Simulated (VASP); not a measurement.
# CsBr (Pm-3m) in VASP: a series of runs

CsBr is run at these levels: PBE; tasks: electric field gradients.

Program: VASP 6.6.1. These are calculated values, not measurements. Logs are shortened: lines on timing, memory, paths and dates and some standing lists are left out, and cuts for length are marked.

### 1 The cell of the first run

Symmetry: Pm-3m, No. 221, cubic system. Conventional cell: a = 4.213 Å, b = 4.213 Å, c = 4.213 Å, α = 90.00°, β = 90.00°, γ = 90.00°. Cs (site symmetry m-3m) has 8 Br at 3.65 Å and 6 Cs at 4.21 Å within 4.8 Å. Within 4.8 Å of Br (site symmetry m-3m) lie 8 Cs at 3.65 Å and 6 Br at 4.21 Å.

### 2 Electric field gradients, PBE (volume scaled by 0.95)

The input, INCAR:

```
SYSTEM = CsBr
PREC     = Accurate       ! precision mode
ENCUT    = 400            ! plane-wave cutoff, eV
EDIFF    = 1E-8           ! SCF threshold, eV
ISMEAR   = -1             ! smearing method
SIGMA    = 0.03           ! smearing width, eV
LREAL    = .FALSE.        ! projectors in reciprocal space
LASPH    = .TRUE.         ! aspherical terms in the spheres
NELM     = 120            ! most SCF steps
ALGO     = Normal         ! electronic algorithm
ISIF     = 2              ! what is computed and relaxed
LWAVE    = .FALSE.        ! write WAVECAR
LCHARG   = .FALSE.        ! write CHGCAR
GGA      = PE             ! functional
LEFG     = .TRUE.       
NBANDS   = 15             ! bands
GGA_COMPAT= .FALSE.
```

The input, KPOINTS:

```
Automatic mesh
0
G
  6 6 6
  0 0 0
```

The input, POSCAR:

```
CsBr
1.0
    4.2133418957      0.0000000000      0.0000000000
    0.0000000000      4.2133418957      0.0000000000
    0.0000000000      0.0000000000      4.2133418957
Cs Br
1 1
Direct
    0.0000000000      0.0000000000      0.0000000000
    0.5000000000      0.5000000000      0.5000000000
```

Potentials or basis: VASP PAW PBE potentials, release 64 (Cs_sv, Br).

Launch:

```
$ cat potpaw_PBE.64/Cs_sv/POTCAR potpaw_PBE.64/Br/POTCAR > POTCAR
$ mpirun -np 1 vasp_std > vasp.out
```

OUTCAR:

```text
SYSTEM = CsBr
   PREC = Accurate
   ENCUT = 400
   EDIFF = 1E-8
   ISMEAR = -1
   LREAL = .FALSE.
   LASPH = .TRUE.
   NELM = 120
   ISIF = 2
   GGA = PE

 ion  position               nearest neighbor table
   1  0.000  0.000  0.000-
   2  0.500  0.500  0.500-

  LATTYP: Found a simple cubic cell.
 ALAT       =     4.2133418957

  Lattice vectors:

 A1 = (   4.2133418957,   0.0000000000,   0.0000000000)
 A2 = (   0.0000000000,   4.2133418957,   0.0000000000)
 A3 = (   0.0000000000,   0.0000000000,   4.2133418957)

Analysis of symmetry for initial positions (statically):
=====================================================================
 Subroutine PRICEL returns:
 Original cell was already a primitive cell.

 Routine SETGRP: Setting up the symmetry group for a
 simple cubic supercell.

 Subroutine GETGRP returns: Found 48 space group operations
 (whereof 48 operations were pure point group operations)
 out of a pool of 48 trial point group operations.

The static configuration has the point symmetry O_h .

Analysis of symmetry for dynamics (positions and initial velocities):
=====================================================================
 Subroutine PRICEL returns:
 Original cell was already a primitive cell.

 Routine SETGRP: Setting up the symmetry group for a
 simple cubic supercell.

 Subroutine GETGRP returns: Found 48 space group operations
 (whereof 48 operations were pure point group operations)
 out of a pool of 48 trial point group operations.

The dynamic configuration has the point symmetry O_h .

 Subroutine INISYM returns: Found 48 space group operations
 (whereof 48 operations are pure point group operations),
 and found     1 'primitive' translations

----------------------------------------------------------------------------------------

                                     Primitive cell

  volume of cell :      74.7963

  direct lattice vectors                    reciprocal lattice vectors
     4.213341896  0.000000000  0.000000000     0.237341290  0.000000000  0.000000000
     0.000000000  4.213341896  0.000000000     0.000000000  0.237341290  0.000000000
     0.000000000  0.000000000  4.213341896     0.000000000  0.000000000  0.237341290

  length of vectors
     4.213341896  4.213341896  4.213341896     0.237341290  0.237341290  0.237341290

  position of ions in fractional coordinates (direct lattice)
     0.000000000  0.000000000  0.000000000
     0.500000000  0.500000000  0.500000000

  ion indices of the primitive-cell ions
   primitive index   ion index
                 1           1
                 2           2

----------------------------------------------------------------------------------------

 KPOINTS: Automatic mesh

Automatic generation of k-mesh.
 Grid dimensions read from file:
 generate k-points for:    6    6    6

 Generating k-lattice:

  Cartesian coordinates                     Fractional coordinates (reciprocal lattice)
     0.039556882  0.000000000  0.000000000     0.166666667  0.000000000  0.000000000
     0.000000000  0.039556882  0.000000000     0.000000000  0.166666667  0.000000000
     0.000000000  0.000000000  0.039556882     0.000000000  0.000000000  0.166666667

  Length of vectors
     0.039556882  0.039556882  0.039556882

  Shift w.r.t. Gamma in fractional coordinates (k-lattice)
     0.000000000  0.000000000  0.000000000

 Subroutine IBZKPT returns following result:
 ===========================================

 Found     20 irreducible k-points:

 Following reciprocal coordinates:
            Coordinates               Weight
  0.000000  0.000000  0.000000      1.000000
  0.166667  0.000000  0.000000      6.000000
  0.333333  0.000000  0.000000      6.000000
  0.500000  0.000000  0.000000      3.000000
  0.166667  0.166667  0.000000     12.000000
  0.333333  0.166667  0.000000     24.000000
[... 12 lines left out ...]
  0.500000  0.500000  0.333333      6.000000
  0.500000  0.500000  0.500000      1.000000
   k-points           NKPTS =     20   k-points in BZ     NKDIM =     20   number of bands    NBANDS=     15
   number of dos      NEDOS =    301   number of ions     NIONS =      2
   total plane-waves  NPLWV =  21952
   dimension x,y,z NGX =    28 NGY =   28 NGZ =   28
   dimension x,y,z NGXF=    56 NGYF=   56 NGZF=   56
   ions per type =               1   1
   NGX,Y,Z   is equivalent  to a cutoff of  11.05, 11.05, 11.05 a.u.
   NGXF,Y,Z  is equivalent  to a cutoff of  22.10, 22.10, 22.10 a.u.
 SYSTEM =  CsBr
   PREC   = accura    normal or accurate (medium, high low for compatibility)
   ISTART =      0    job   : 0-new  1-cont  2-samecut
   ICHARG =      2    charge: 1-file 2-atom 10-const
   ISPIN  =      1    spin polarized calculation?
   LNONCOLLINEAR =      F non collinear calculations
   LSORBIT =      F    spin-orbit coupling
   LASPH  =      T    aspherical Exc in radial PAW
   ENCUT  =  400.0 eV  29.40 Ry    5.42 a.u.   6.87  6.87  6.87*2*pi/ulx,y,z
   NELM   =    120;   NELMIN=  2; NELMDL= -5     # of ELM steps
   EDIFF  = 0.1E-07   stopping-criterion for ELM
   LREAL  =      F    real-space projection
   EDIFFG = 0.1E-06   stopping-criterion for IOM
   NSW    =      0    number of steps for IOM
   IBRION =     -1    ionic relax: 0-MD 1-quasi-New 2-CG
   NFREE  =      0    steps in history (QN), initial steepest desc. (CG)
   ISIF   =      2    stress and relaxation
   ISYM   =      2    0-nonsym 1-usesym 2-fastsym
   POTIM  = 0.5000    time-step for ionic-motion
   TEBEG  =    0.0;   TEEND  =   0.0 temperature during run
   PSTRESS=    0.0 pullay stress
   NELECT =      16.0000    total number of electrons
   NUPDOWN=      -1.0000    fix difference up-down
   EMIN   =  10.00;   EMAX   =-10.00  energy-range for DOS
   EFERMI =   0.00;   METHOD = LEGACY
   ISMEAR =    -1;   SIGMA  =   0.03  broadening in eV -4-tet -1-fermi 0-gaus
   EFERMI_NEDOS =   21; number of points for ismear=-14 and -15
   IALGO  =     38    algorithm
   IMIX   =      4    mixing-type and parameters
     AMIX     =   0.40;   BMIX     =  1.00
     AMIX_MAG =   1.60;   BMIX_MAG =  1.00
  volume/ion in A,a.u.               =      37.40       252.38
  Fermi-wavevector in a.u.,A,eV,Ry     =   0.979087  1.850207 13.042710  0.958612
  Thomas-Fermi vector in A             =   2.109913
   LORBIT       =      0    0 simple, 1 ext, 2 COOP (PROOUT), +10 PAW based schemes
   GGA     = PE    functional components
   LHFCALC =     F    Hartree Fock is set to
   AEXX    =    0.0000 exact exchange contribution
   IVDW    =     0    specifies the selected vdW correction
   LEPSILON=     F    determine dielectric tensor
   LRPA    =     F    only Hartree local field effects (RPA)
 non-spin polarized calculation
  energy-cutoff  :      400.00
  volume of cell :       74.80
 maximum number of plane-waves:      1388
 NGX is ok and might be reduce to    28
   NGX = 13   NGY = 13   NGZ = 13

 number of electron      15.9999995 magnetization

 Free energy of the ion-electron system (eV)
  ---------------------------------------------------
  ext. energy  EPLUGINS =         0.00000000
  ---------------------------------------------------
  free energy    TOTEN  =        -5.96481922 eV

  energy without entropy =       -5.96481922  energy(sigma->0) =       -5.96481922

 E-fermi :   0.6042     XC(G=0):  -8.3057

 val. band max:       -0.0185637337   @ k =   0.0000   0.0000   0.0000
 cond. band min:       4.6964744021   @ k =   0.0000   0.0000   0.0000
 fundamental gap:      4.7150381358
 Fermi energy:         0.6042400226

 k-point     1 :       0.0000    0.0000    0.0000
  band No.  band energies     occupation
      1     -19.7422      2.00000
      2     -12.4674      2.00000
      3      -6.3130      2.00000
      4      -6.3130      2.00000
      5      -6.3130      2.00000
      6      -0.0186      2.00000
      7      -0.0186      2.00000
      8      -0.0186      2.00000
      9       4.6965      0.00000
     10       4.8216      0.00000
     11       4.8216      0.00000
     12       9.2539      0.00000
     13       9.2539      0.00000
     14       9.2539      0.00000
     15      12.2551      0.00000

 k-point     2 :       0.1667    0.0000    0.0000
  band No.  band energies     occupation
      1     -19.7255      2.00000
      2     -12.4746      2.00000
      3      -6.4295      2.00000
      4      -6.2814      2.00000
      5      -6.2814      2.00000
      6      -0.4697      2.00000
      7      -0.0816      2.00000
      8      -0.0816      2.00000
      9       5.0090      0.00000
     10       5.3881      0.00000
     11       5.4838      0.00000
     12       9.1072      0.00000
     13       9.1072      0.00000
     14       9.4064      0.00000
     15      10.8037      0.00000

 k-point     3 :       0.3333    0.0000    0.0000
  band No.  band energies     occupation
      1     -19.6916      2.00000
      2     -12.4915      2.00000
      3      -6.6361      2.00000
      4      -6.2162      2.00000
      5      -6.2162      2.00000
      6      -1.1739      2.00000
      7      -0.2123      2.00000
      8      -0.2123      2.00000
      9       5.5088      0.00000
     10       6.7606      0.00000
     11       7.0208      0.00000
     12       9.0097      0.00000
     13       9.0097      0.00000
     14       9.0981      0.00000
     15       9.7864      0.00000
[... 271 lines left out ...]
 k-point    19 :       0.5000    0.5000    0.3333
  band No.  band energies     occupation
      1     -19.5782      2.00000
      2     -12.2875      2.00000
      3      -6.8309      2.00000
      4      -6.8309      2.00000
      5      -6.6163      2.00000
      6      -1.1647      2.00000
      7      -1.1647      2.00000
      8      -1.0755      2.00000
      9       7.7377      0.00000
     10       7.8307      0.00000
     11       7.9824      0.00000
     12       7.9824      0.00000
     13      10.1730      0.00000
     14      10.1730      0.00000
     15      11.6043      0.00000

 k-point    20 :       0.5000    0.5000    0.5000
  band No.  band energies     occupation
      1     -19.5648      2.00000
      2     -12.2639      2.00000
      3      -6.7705      2.00000
      4      -6.7705      2.00000
      5      -6.7705      2.00000
      6      -1.3425      2.00000
      7      -1.3425      2.00000
      8      -1.3425      2.00000
      9       8.5453      0.00000
     10       8.5453      0.00000
     11       8.5453      0.00000
     12       9.4123      0.00000
     13       9.4123      0.00000
     14       9.4123      0.00000
     15      11.6613      0.00000

------------------------ aborting loop because EDIFF is reached ----------------------------------------

  FORCE on cell =-STRESS in cart. coord.  units (eV):
  Direction    XX          YY          ZZ          XY          YZ          ZX
  --------------------------------------------------------------------------------------
  -------------------------------------------------------------------------------------
  Total        0.9772452      0.9772452      0.9772452      0.0000000      0.0000000     -0.0000000
  in kB       20.9331227     20.9331227     20.9331227      0.0000000      0.0000000     -0.0000000
  external PRESSURE =      20.9331227 kB  Pullay stress =       0.0000000 kB

 VOLUME and BASIS-vectors are now :
 -----------------------------------------------------------------------------
  energy-cutoff  :      400.00
  volume of cell :       74.80
      direct lattice vectors                 reciprocal lattice vectors
     4.213341896  0.000000000  0.000000000     0.237341290  0.000000000  0.000000000
     0.000000000  4.213341896  0.000000000     0.000000000  0.237341290  0.000000000
     0.000000000  0.000000000  4.213341896     0.000000000  0.000000000  0.237341290

 POSITION                                       TOTAL-FORCE (eV/Angst)
 -----------------------------------------------------------------------------------
      0.00000      0.00000      0.00000         0.000000      0.000000      0.000000
      2.10667      2.10667      2.10667         0.000000      0.000000      0.000000
 -----------------------------------------------------------------------------------
    total drift:                                0.000000      0.000000      0.000000

  FREE ENERGIE OF THE ION-ELECTRON SYSTEM (eV)
  ---------------------------------------------------
  free  energy   TOTEN  =        -5.9648192182 eV

  energy  without entropy=       -5.9648192182  energy(sigma->0) =       -5.96481922

 Electric field gradients (V/A^2)
---------------------------------------------------------------------
 ion       V_xx      V_yy      V_zz      V_xy      V_xz      V_yz
---------------------------------------------------------------------
   1      -0.000    -0.000    -0.000     0.000     0.000    -0.000
   2      -0.000    -0.000     0.000     0.000     0.000     0.000
---------------------------------------------------------------------

 Electric field gradients after diagonalization (V/A^2)
 (convention: |V_zz| > |V_xx| > |V_yy|)
----------------------------------------------------------------------
 ion       V_xx      V_yy      V_zz     asymmetry (V_yy - V_xx)/ V_zz
----------------------------------------------------------------------
   1      -0.000    -0.000    -0.000      -0.054
   2      -0.000    -0.000     0.000       0.066
----------------------------------------------------------------------

           NMR quadrupolar parameters

 Cq : quadrupolar parameter    Cq=e*Q*V_zz/h
 eta: asymmetry parameters     (V_yy - V_xx)/ V_zz
 Q  : nuclear electric quadrupole moment in mb (millibarn)
----------------------------------------------------------------------
 ion       Cq(MHz)       eta       Q (mb)
----------------------------------------------------------------------
   1      -0.000      -0.054       1.000
   2       0.000       0.066       1.000
----------------------------------------------------------------------
```

Wall time 14 s (1 thread of Intel Xeon 6975P-C (Granite Rapids), shared host); peak memory 0.15 GiB.

What came out:

- Free energy: -5.9648 eV
- Pressure: 2.1 GPa
- Band gap on the k mesh: 4.72 eV, direct

Caveat: without QUAD_EFG the Cq values of the log hold for a quadrupole moment of 1 mb, not for the nuclei; spin-orbit coupling is left out, which moves the levels of the heavy elements.

(Continued in part 2 of 2.)
